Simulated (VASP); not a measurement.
# CrPb7S8 (Fm-3m) in VASP: single point with PBEsol+U

Aim: the single point of CrPb7S8 with PBEsol+U.

All numbers are computed with VASP 6.6.1; they aren't measurements. Logs are shortened: lines on timing, memory, paths and dates and some standing lists are left out, and cuts for length are marked.

### Step 1. The cell of the first run

The structure is cubic, space group Fm-3m (No. 225). Conventional cell: a = 11.847 Å, b = 11.847 Å, c = 11.847 Å, α = 90.00°, β = 90.00°, γ = 90.00°. Cr (site symmetry m-3m) has 6 S at 2.81 Å within 3.7 Å. Pb (site symmetry mmm) has 6 S at 2.96 to 2.97 Å within 3.9 Å. Pb (site symmetry m-3m) has 6 S at 3.12 Å within 4.1 Å. S (site symmetry -43m) has 6 Pb at 2.96 Å within 3.9 Å. S (site symmetry 4mm) has 1 Cr at 2.81 Å and 5 Pb at 2.97 to 3.12 Å within 3.7 Å.

### Step 2. Single point, PBEsol+U, collinear spin

Contents of INCAR:

```
SYSTEM = CrPb7S8
PREC = Accurate
ENCUT = 520
EDIFF = 1E-6
ISMEAR = 0
SIGMA = 0.05
LREAL = Auto
LASPH = .TRUE.
NELM = 150
ALGO = Normal
ISIF = 2
LWAVE = .FALSE.
LCHARG = .FALSE.
ISPIN = 2
MAGMOM = 3.96 0 0 0 0 0 0 0.03 0 -0.05 -0.05 -0.05 -0.05 -0.05 -0.05 0
LORBIT = 11
LMAXMIX = 4
LDAU = .TRUE.
LDAUTYPE = 2
LDAUL = 2 -1 -1
LDAUU = 3 0 0
LDAUJ = 0 0 0
LDAUPRINT = 1
GGA = PS
NBANDS = 97
LUSENCCL = .FALSE.
```

Contents of KPOINTS:

```
Automatic mesh
0
G
  3 3 3
  0 0 0
```

Contents of POSCAR:

```
CrPb7S8
1.0
    0.0000000000      5.9237000000      5.9237000000
    5.9237000000      0.0000000000      5.9237000000
    5.9237000000      5.9237000000      0.0000000000
Cr Pb S
1 7 8
Direct
    0.0000000000      0.0000000000      1.0000000000
    0.0000000000      0.0000000000      0.5000000000
    0.0000000000      0.5000000000      0.0000000000
    0.0000000000      0.5000000000      0.5000000000
    0.5000000000      0.0000000000      0.0000000000
    0.5000000000      0.0000000000      0.5000000000
    0.5000000000      0.5000000000      0.0000000000
    0.5000000000      0.5000000000      0.5000000000
    0.2500000000      0.2500000000      0.2500000000
    0.2368516804      0.2368516804      0.7631483196
    0.2368516804      0.7631483196      0.2368516804
    0.2368516804      0.7631483196      0.7631483196
    0.7631483196      0.2368516804      0.2368516804
    0.7631483196      0.2368516804      0.7631483196
    0.7631483196      0.7631483196      0.2368516804
    0.7500000000      0.7500000000      0.7500000000
```

Potentials or basis: VASP PAW PBE potentials, release 64 (Cr_pv, Pb_d, S).

Run with:

```console
> cat potpaw_PBE.64/Cr_pv/POTCAR potpaw_PBE.64/Pb_d/POTCAR potpaw_PBE.64/S/POTCAR > POTCAR
> mpirun -np 1 vasp_std > vasp.out
```

OUTCAR:

```text
SYSTEM = CrPb7S8
   PREC = Accurate
   ENCUT = 520
   EDIFF = 1E-6
   ISMEAR = 0
   LREAL = Auto
   LASPH = .TRUE.
   NELM = 150
   ISIF = 2
   ISPIN = 2
   LORBIT = 11
   GGA = PS

 ion  position               nearest neighbor table
   1  0.000  0.000  0.000-  10 2.81  11 2.81  12 2.81  13 2.81  14 2.81  15 2.81
   2  0.000  0.000  0.500-   9 2.96  16 2.96  12 2.97  13 2.97  14 2.97  11 2.97
   3  0.000  0.500  0.000-   9 2.96  16 2.96  12 2.97  13 2.97  15 2.97  10 2.97
   4  0.000  0.500  0.500-   9 2.96  16 2.96  11 2.97  14 2.97  15 2.97  10 2.97
   5  0.500  0.000  0.000-   9 2.96  16 2.96  11 2.97  14 2.97  15 2.97  10 2.97
   6  0.500  0.000  0.500-   9 2.96  16 2.96  12 2.97  13 2.97  15 2.97  10 2.97
[... 8 lines left out ...]
  15  0.763  0.763  0.237-   1 2.81   3 2.97   4 2.97   5 2.97   6 2.97   8 3.12
  16  0.750  0.750  0.750-   2 2.96   3 2.96   4 2.96   5 2.96   6 2.96   7 2.96

  LATTYP: Found a face centered cubic cell.
 ALAT       =    11.8474000000

  Lattice vectors:

 A1 = (   0.0000000000,   5.9237000000,   5.9237000000)
 A2 = (   5.9237000000,   0.0000000000,   5.9237000000)
 A3 = (   5.9237000000,   5.9237000000,   0.0000000000)

Analysis of symmetry for initial positions (statically):
=====================================================================
 Subroutine PRICEL returns:
 Original cell was already a primitive cell.

 Routine SETGRP: Setting up the symmetry group for a
 face centered cubic supercell.

 Subroutine GETGRP returns: Found 48 space group operations
 (whereof 48 operations were pure point group operations)
 out of a pool of 48 trial point group operations.

The static configuration has the point symmetry O_h .

Analysis of symmetry for dynamics (positions and initial velocities):
=====================================================================
 Subroutine PRICEL returns:
 Original cell was already a primitive cell.

 Routine SETGRP: Setting up the symmetry group for a
 face centered cubic supercell.

 Subroutine GETGRP returns: Found 48 space group operations
 (whereof 48 operations were pure point group operations)
 out of a pool of 48 trial point group operations.

The dynamic configuration has the point symmetry O_h .

Analysis of structural, dynamic, and magnetic symmetry:
=====================================================================
 Subroutine PRICEL returns:
 Original cell was already a primitive cell.

 Routine SETGRP: Setting up the symmetry group for a
 face centered cubic supercell.

 Subroutine GETGRP returns: Found 48 space group operations
 (whereof 48 operations were pure point group operations)
 out of a pool of 48 trial point group operations.

The overall configuration has the point symmetry O_h .

 Subroutine INISYM returns: Found 48 space group operations
 (whereof 48 operations are pure point group operations),
 and found     1 'primitive' translations

----------------------------------------------------------------------------------------

                                     Primitive cell

  volume of cell :     415.7279

  direct lattice vectors                    reciprocal lattice vectors
     0.000000000  5.923700000  5.923700000    -0.084406705  0.084406705  0.084406705
     5.923700000  0.000000000  5.923700000     0.084406705 -0.084406705  0.084406705
     5.923700000  5.923700000  0.000000000     0.084406705  0.084406705 -0.084406705

  length of vectors
     8.377376879  8.377376879  8.377376879     0.146196702  0.146196702  0.146196702

  position of ions in fractional coordinates (direct lattice)
     0.000000000  0.000000000  0.000000000
     0.000000000  0.000000000  0.500000000
     0.000000000  0.500000000  0.000000000
     0.000000000  0.500000000  0.500000000
     0.500000000  0.000000000  0.000000000
[... 112 lines left out ...]
   AEXX    =    0.0000 exact exchange contribution
   IVDW    =     0    specifies the selected vdW correction
   LEPSILON=     F    determine dielectric tensor
   LRPA    =     F    only Hartree local field effects (RPA)
 spin polarized calculation
 Gauss-broadening in eV      SIGMA  =   0.05
  energy-cutoff  :      520.00
  volume of cell :      415.73
 maximum number of plane-waves:     11206
 NGX is ok and might be reduce to    64
   NGX = 31   NGY = 31   NGZ = 31

atom =   1  type =  1  l = 2

 onsite density matrix

spin component  1

  0.9059 -0.0000  0.0000 -0.0000  0.0000
 -0.0000  0.9059  0.0000  0.0000 -0.0000
  0.0000  0.0000  0.6402  0.0000  0.0000
 -0.0000  0.0000  0.0000  0.9059  0.0000
  0.0000 -0.0000  0.0000  0.0000  0.6402

spin component  2

  0.0095  0.0000 -0.0000  0.0000  0.0000
  0.0000  0.0095  0.0000 -0.0000 -0.0000
 -0.0000  0.0000  0.0433 -0.0000 -0.0000
  0.0000 -0.0000 -0.0000  0.0095 -0.0000
  0.0000 -0.0000 -0.0000 -0.0000  0.0433

 occupancies and eigenvectors

  o =  0.0095  v =  0.0000  0.0000  0.0000  0.0000  0.0000  0.0000  1.0000 -0.0000  0.0076  0.0000      0.0000  0.0000  0.0000  0.0000  0.0000  0.0000  0.0000  0.0000  0.0000  0.0000
  o =  0.0095  v =  0.0000  0.0000  0.0000  0.0000  0.0000  1.0000  0.0000  0.0000  0.0000  0.0000      0.0000  0.0000  0.0000  0.0000  0.0000  0.0000  0.0000  0.0000  0.0000  0.0000
  o =  0.0095  v =  0.0000  0.0000  0.0000  0.0000  0.0000  0.0000  0.0076  0.0000 -1.0000 -0.0000      0.0000  0.0000  0.0000  0.0000  0.0000  0.0000  0.0000  0.0000  0.0000  0.0000
  o =  0.0433  v = -0.0000 -0.0000 -0.0000 -0.0000 -0.0000 -0.0000 -0.0000 -0.9739 -0.0000 -0.2268      0.0000  0.0000  0.0000  0.0000  0.0000  0.0000  0.0000  0.0000  0.0000  0.0000
  o =  0.0433  v =  0.0000  0.0000  0.0000  0.0000  0.0000  0.0000 -0.0000 -0.2268 -0.0000  0.9739      0.0000  0.0000  0.0000  0.0000  0.0000  0.0000  0.0000  0.0000  0.0000  0.0000
  o =  0.6402  v =  0.0000 -0.0000 -0.7199 -0.0000  0.6941  0.0000  0.0000  0.0000  0.0000  0.0000      0.0000  0.0000  0.0000  0.0000  0.0000  0.0000  0.0000  0.0000  0.0000  0.0000
  o =  0.6402  v =  0.0000 -0.0000 -0.6941  0.0000 -0.7199  0.0000  0.0000  0.0000  0.0000  0.0000      0.0000  0.0000  0.0000  0.0000  0.0000  0.0000  0.0000  0.0000  0.0000  0.0000
  o =  0.9059  v =  0.0000  0.1183  0.0000 -0.9930 -0.0000  0.0000  0.0000  0.0000  0.0000  0.0000      0.0000  0.0000  0.0000  0.0000  0.0000  0.0000  0.0000  0.0000  0.0000  0.0000
  o =  0.9059  v = -0.0000  0.9930 -0.0000  0.1183 -0.0000 -0.0000 -0.0000 -0.0000 -0.0000 -0.0000      0.0000 -0.0000  0.0000  0.0000  0.0000  0.0000  0.0000  0.0000  0.0000  0.0000
  o =  0.9059  v =  1.0000  0.0000  0.0000  0.0000  0.0000  0.0000  0.0000  0.0000  0.0000  0.0000      0.0000  0.0000  0.0000  0.0000  0.0000  0.0000  0.0000  0.0000  0.0000  0.0000

 number of electron     157.9999978 magnetization       4.0214839

 Free energy of the ion-electron system (eV)
  ---------------------------------------------------
  ext. energy  EPLUGINS =         0.00000000
  ---------------------------------------------------
  free energy    TOTEN  =       -78.85765862 eV

  energy without entropy =      -78.85398796  energy(sigma->0) =      -78.85582329

 E-fermi :   5.3531     XC(G=0):  -9.8033

 val. band max:        5.3072101680   @ k =   0.0000   0.0000   0.0000
 cond. band min:       5.3637747116   @ k =   0.3333   0.3333   0.0000
 fundamental gap:      0.0565645435
 Fermi energy:         5.3531438267

 spin component 1

 k-point     1 :       0.0000    0.0000    0.0000
  band No.  band energies     occupation
      1     -38.1504      1.00000
      2     -38.1504      1.00000
      3     -38.1504      1.00000
      4     -11.8204      1.00000
      5     -11.8204      1.00000
      6     -11.8068      1.00000
[... 365 lines left out ...]
     90       7.8305      0.00000
     91       8.2169      0.00000
 Fermi energy:         5.3531438267

 spin component 2

 k-point     1 :       0.0000    0.0000    0.0000
  band No.  band energies     occupation
      1     -34.2394      1.00000
      2     -34.2394      1.00000
      3     -34.2394      1.00000
      4     -11.8141      1.00000
      5     -11.8141      1.00000
      6     -11.7990      1.00000
[... 365 lines left out ...]
     90       9.0496      0.00000
     91       9.0702      0.00000
 [bands above 91 left out]

------------------------ aborting loop because EDIFF is reached ----------------------------------------

  FORCE on cell =-STRESS in cart. coord.  units (eV):
  Direction    XX          YY          ZZ          XY          YZ          ZX
  --------------------------------------------------------------------------------------
  -------------------------------------------------------------------------------------
  Total       -8.5501453     -8.5501453     -8.5501453     -0.0000000     -0.0000000     -0.0000000
  in kB      -32.9514792    -32.9514792    -32.9514792     -0.0000000     -0.0000000     -0.0000000
  external PRESSURE =     -32.9514792 kB  Pullay stress =       0.0000000 kB

 VOLUME and BASIS-vectors are now :
 -----------------------------------------------------------------------------
  energy-cutoff  :      520.00
  volume of cell :      415.73
      direct lattice vectors                 reciprocal lattice vectors
     0.000000000  5.923700000  5.923700000    -0.084406705  0.084406705  0.084406705
     5.923700000  0.000000000  5.923700000     0.084406705 -0.084406705  0.084406705
     5.923700000  5.923700000  0.000000000     0.084406705  0.084406705 -0.084406705

 POSITION                                       TOTAL-FORCE (eV/Angst)
 -----------------------------------------------------------------------------------
      0.00000      0.00000      0.00000         0.000000     -0.000000     -0.000000
      2.96185      2.96185      0.00000         0.000000     -0.000000      0.000000
      2.96185      0.00000      2.96185         0.000000      0.000000     -0.000000
      5.92370      2.96185      2.96185         0.000000     -0.000000      0.000000
      0.00000      2.96185      2.96185         0.000000      0.000000      0.000000
      2.96185      5.92370      2.96185         0.000000      0.000000      0.000000
[... 8 lines left out ...]
      5.92370      5.92370      9.04132         0.000000      0.000000      0.066344
      8.88555      8.88555      8.88555         0.000000      0.000000      0.000000
 -----------------------------------------------------------------------------------
    total drift:                                0.000000      0.000000      0.000000

  FREE ENERGIE OF THE ION-ELECTRON SYSTEM (eV)
  ---------------------------------------------------
  free  energy   TOTEN  =       -78.8576586241 eV

  energy  without entropy=      -78.8539879556  energy(sigma->0) =      -78.85582329

 total charge

# of ion       s       p       d       tot
------------------------------------------
    1        0.159   6.094   4.095  10.348
    2        1.471   0.512   9.844  11.827
    3        1.471   0.512   9.844  11.827
    4        1.471   0.512   9.844  11.827
    5        1.471   0.512   9.844  11.827
    6        1.471   0.512   9.844  11.827
[... 8 lines left out ...]
   15        1.343   2.298   0.000   3.642
   16        1.347   2.308   0.000   3.654
--------------------------------------------------
tot         21.201  28.048  72.990 122.239

 magnetization (x)

# of ion       s       p       d       tot
------------------------------------------
    1        0.033   0.023   3.870   3.926
    2       -0.004   0.003  -0.000  -0.001
    3       -0.004   0.003  -0.000  -0.001
    4       -0.004   0.003  -0.000  -0.001
    5       -0.004   0.003  -0.000  -0.001
    6       -0.004   0.003  -0.000  -0.001
[... 8 lines left out ...]
   15        0.001  -0.043   0.000  -0.042
   16       -0.000  -0.011   0.000  -0.011
--------------------------------------------------
tot         -0.005  -0.189   3.868   3.673
```

It took 92 s on 1 × NVIDIA H100 80GB with 1 thread of Intel Xeon Platinum 8481C at 2.70GHz (Sapphire Rapids), shared host; peak memory 1.6 GiB.

What came out:

```yaml
Free_energy: -78.8577 eV
Pressure: -3.3 GPa
Largest_force: 0.066 eV/Å
Band_gap_on_the_k_mesh: zero (filled and empty bands overlap)
Net_moment: 4.02 μB per cell
Site_moments: Cr +3.93; Pb -0.00, +0.03; S -0.01, -0.04 μB
Valence_electrons_inside_the_program's_atomic_spheres: Cr 10.35; Pb 11.83, 11.77; S 3.65, 3.64
```

Forces in eV/Å, atoms in the order of the input:
```
Cr   0.000  0.000  0.000
Pb   0.000  0.000  0.000
Pb   0.000  0.000  0.000
Pb   0.000  0.000  0.000
Pb   0.000  0.000  0.000
Pb   0.000  0.000  0.000
Pb   0.000  0.000  0.000
Pb   0.000  0.000  0.000
S    0.000  0.000  0.000
S    0.000  0.000 -0.066
S    0.000 -0.066  0.000
S    0.066  0.000  0.000
S   -0.066  0.000  0.000
S    0.000  0.066  0.000
S    0.000  0.000  0.066
S    0.000  0.000  0.000
```

Eigenvalues of the final occupation matrices:
| site | spin | trace | eigenvalues |
| --- | --- | --- | --- |
| site 1 d | 1 | 4.00 | 0.64 0.64 0.91 0.91 0.91 |
| site 1 d | 2 | 0.12 | 0.01 0.01 0.01 0.04 0.04 |

Caveat: the PAW data sets were made with another functional, which shifts forces and pressure a little; spin-orbit coupling is left out, which moves the levels of the heavy elements; a cell with one magnetic atom can't hold antiferromagnetic order, which such compounds often take.
